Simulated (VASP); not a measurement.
Here is a VASP 6.6.1 calculation.

File INCAR:

```
SYSTEM = HfC
ALGO = Normal ; EDIFF = 1E-6
ENCUT = 520 ; GGA = PE
ISIF = 2 ; ISMEAR = 0
LASPH = .TRUE. ; LCHARG = .FALSE.
LREAL = .FALSE. ; LWAVE = .FALSE.
NBANDS = 14 ; NELM = 60
PREC = Accurate ; SIGMA = 0.05
```

Contents of KPOINTS:

```
k-points
0
G
  12 12 12
  0 0 0
```

File POSCAR:

```
HfC
1.0
    2.8559198896      0.0000000000      0.0000000000
    0.0000000000      2.8559198896      0.0000000000
    0.0000000000      0.0000000000      2.8559198896
Hf C
1 1
Direct
    0.0000000000      0.0000000000      0.0000000000
    0.5000000000      0.5000000000      0.5000000000
```

Potentials or basis: VASP PAW PBE potentials, release 64 (Hf_pv, C).

Command:

```console
$ cat potpaw_PBE.64/Hf_pv/POTCAR potpaw_PBE.64/C/POTCAR > POTCAR
$ mpirun -np 1 vasp_std > vasp.out
```

(1) Predict the band gap on the k mesh.

(2) Predict the pressure.

## Answers

(1) zero (band 7 reaches 8.14 eV, above the bottom of band 8 at 6.08 eV).

(2) 9.0 GPa.

Caveat: spin-orbit coupling is left out, which moves the levels of the heavy elements.
